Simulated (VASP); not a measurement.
Ta, 1 atom in the cell. It takes space group Im-3m (No. 229, cubic). The conventional cell has a = 3.409 Å, b = 3.409 Å, c = 3.409 Å, α = 90.00°, β = 90.00°, γ = 90.00°. Ta (site symmetry m-3m) has 14 Ta at 2.95 to 3.41 Å within 3.9 Å. 

| Item | Value |
| --- | --- |
| Program | VASP 6.6.1 |
| Task | single point |
| Functional | PBE |
| Potentials or basis | VASP PAW PBE potentials, release 64 (Ta_pv) |
| Cutoff | 520 eV |
| k mesh | 12 × 12 × 12 |
| Occupations | fermi-dirac, width 0.1 eV |
| Spin | no spin polarisation |
| Dipole correction | no |
| Further INCAR settings | ALGO = Normal; EDIFF = 1e-07; NBANDS = 12 |

Potentials or basis: VASP PAW PBE potentials, release 64 (Ta_pv).

Command:

```bash
$ cat potpaw_PBE.64/Ta_pv/POTCAR > POTCAR
$ mpirun -np 1 vasp_std > vasp.out
```

Hardware: 1 thread of Intel(R) Xeon(R) 6975P-C (Granite Rapids), on a shared host.

Q: How long does it take, and how much memory?

A: Run time: 6 s on 1 thread of Intel(R) Xeon(R) 6975P-C (Granite Rapids) (shared host), peak memory 0.14 GiB. Counts: scf iterations 13, k points 72.
